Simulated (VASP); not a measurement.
# Al: single point with r2SCAN

Crystal: Al.

```
CELL_PARAMETERS angstrom
2.86021 0.00000 0.00000
-1.43010 2.47701 0.00000
0.00000 0.00000 9.37637
ATOMIC_POSITIONS crystal
Al 0.00000 0.00000 0.00000
Al 0.00000 0.00000 0.50000
Al 0.33333 0.66667 0.25000
Al 0.66667 0.33333 0.75000
```

This isn't the form of Al at room conditions, which is fcc.

```json
{
 "Program": "VASP 6.6.1",
 "Task": "single point",
 "Functional": "r2SCAN",
 "Potentials or basis": "VASP PAW PBE potentials, release 64 (Al)",
 "Cutoff": "520 eV",
 "k mesh": "14 × 14 × 4",
 "Occupations": "fermi-dirac, width 0.1 eV",
 "Spin": "no spin polarisation",
 "Dipole correction": "no",
 "Further INCAR settings": "ALGO = Normal; EDIFF = 1e-06; NBANDS = 14"
}
```

* Pressure: -3.6 GPa
* Band gap on the k mesh: zero (bands 6 and 7 overlap by 5.91 eV)

Stress tensor (GPa, compression positive):
```
-3.91  0.00  0.00
 0.00 -3.91  0.00
 0.00  0.00 -2.90
```

Levels at points of the mesh, in eV from the Fermi level:
```
           k point  band 4  band 5  band 6  band 7  band 8  band 9
(0.00, 0.00, 0.00)   -5.01   -4.59    3.56    3.57   11.40   11.40
(0.50, 0.00, 0.00)   -4.16   -3.44   -3.40    0.81    1.25    1.42
(0.00, 0.00, 0.50)   -7.83   -0.97   -0.97    8.69    8.69   11.75
(0.50, 0.00, 0.50)   -5.07   -1.97   -1.97   -1.27   -1.27    4.81
```

Run time: 2.5 min on 1 thread of AMD EPYC 9R45 96-Core Processor (Zen 5), on a shared host, peak memory 0.18 GiB.

Caveat: the cell stands under tension; the PAW data sets were made with another functional, which shifts forces and pressure a little.
